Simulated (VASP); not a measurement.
BN: single point with PBE

The system is BN.

```
CELL_PARAMETERS angstrom
-0.06796 1.84411 1.81239
1.81239 -0.06796 1.81239
1.74443 1.77615 0.00000
ATOMIC_POSITIONS crystal
B 0.00000 0.00000 0.00000
N 0.75000 0.75000 0.75000
```

This cell differs from its parent crystal: engineering shear strain xz -0.0750, normal strain along z +0.0175.

```yaml
Program: VASP 6.6.1
Task: single point
Functional: PBE
Potentials_or_basis: VASP PAW PBE potentials, release 64 (B, N)
Cutoff: 520 eV
k_mesh: 12 × 12 × 12
Occupations: gaussian, width 0.05 eV
Spin: no spin polarisation
```

| Quantity | Value |
| --- | --- |
| Pressure | -3.7 GPa |
| Largest force | 0.060 eV/Å |
| Band gap on the k mesh | 3.90 eV, indirect (least direct gap 7.59 eV) |

Forces in eV/Å, atoms in the order of the input:
```
B    0.000  0.000  0.060
N    0.000  0.000 -0.060
```

Stress tensor (GPa, compression positive):
```
 0.71 31.49  0.00
31.49 -9.81  0.00
 0.00  0.00 -1.86
```

Levels at points of the mesh, in eV from the valence-band top:
| k point | band 1 | band 2 | band 3 | band 4 | band 5 | band 6 | band 7 | band 8 | band 9 |
| --- | --- | --- | --- | --- | --- | --- | --- | --- | --- |
| (0.00, 0.00, 0.00) | -20.11 | -0.30 | -0.14 | 0.00 | 7.59 | 7.66 | 9.60 | 10.83 | 24.17 |
| (0.50, 0.00, 0.00) | -16.31 | -10.69 | -1.88 | -1.61 | 9.64 | 10.74 | 11.36 | 14.73 | 22.88 |
| (0.50, 0.50, 0.00) | -14.66 | -8.82 | -5.63 | -4.31 | 3.90 | 9.27 | 17.28 | 17.60 | 20.28 |
| (0.00, 0.00, 0.50) | -15.70 | -10.52 | -2.42 | -2.17 | 8.68 | 9.72 | 11.02 | 15.00 | 22.70 |
| (0.50, 0.00, 0.50) | -14.78 | -9.08 | -4.75 | -4.73 | 4.50 | 9.24 | 16.85 | 17.20 | 20.56 |
| (0.00, 0.50, 0.50) | -14.59 | -8.83 | -4.98 | -4.96 | 4.20 | 8.84 | 16.81 | 17.36 | 20.86 |

Wall time 20 s on 1 thread of Intel(R) Xeon(R) 6975P-C (Granite Rapids), with other jobs on the host, peak memory 0.17 GiB.

Caveat: the cell differs from its parent crystal (engineering shear strain xz -0.0750, normal strain along z +0.0175). A k mesh can miss the band edges.
